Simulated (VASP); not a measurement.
## Si2Ni: single point with PBE

Crystal: Si2Ni.

```xyz
3
Lattice="0.0000 2.7173 2.7173 2.7173 0.0000 2.7173 2.7173 2.7173 0.0000" Properties=species:S:1:pos:R:3 pbc="T T T"
Si    1.3586    1.3586    1.3586
Si    4.0759    4.0759    4.0759
Ni    0.0000    0.0000    0.0000
```

```yaml
Program: VASP 6.6.1
Task: single point
Functional: PBE
Potentials_or_basis: VASP PAW PBE potentials, release 64 (Si, Ni)
Cutoff: 520 eV
k_mesh: 14 × 14 × 14
Occupations: gaussian, width 0.1 eV
Spin: no spin polarisation
```

```yaml
Pressure: 0.9 GPa
Band_gap_on_the_k_mesh: zero (bands 9 and 10 overlap by 2.13 eV)
```

Levels at points of the mesh, in eV from the Fermi level:
```csv
k point,band 6,band 7,band 8,band 9,band 10,band 11,band 12,band 13
"(0.00, 0.00, 0.00)",-3.44,-0.45,1.66,1.66,1.66,2.29,2.29,2.29
"(0.50, 0.00, 0.00)",-3.26,-3.26,-1.43,-1.43,1.74,1.78,1.78,2.50
"(0.50, 0.50, 0.00)",-3.53,-3.53,-3.37,-3.05,-0.46,1.43,7.72,8.16
```

Wall time 71 s on 1 thread of Intel(R) Xeon(R) Platinum 8488C (Sapphire Rapids), with other jobs on the host, peak memory 0.2 GiB.

Spin polarisation is off, so any magnetic state and its effect on volume and gap are missing.
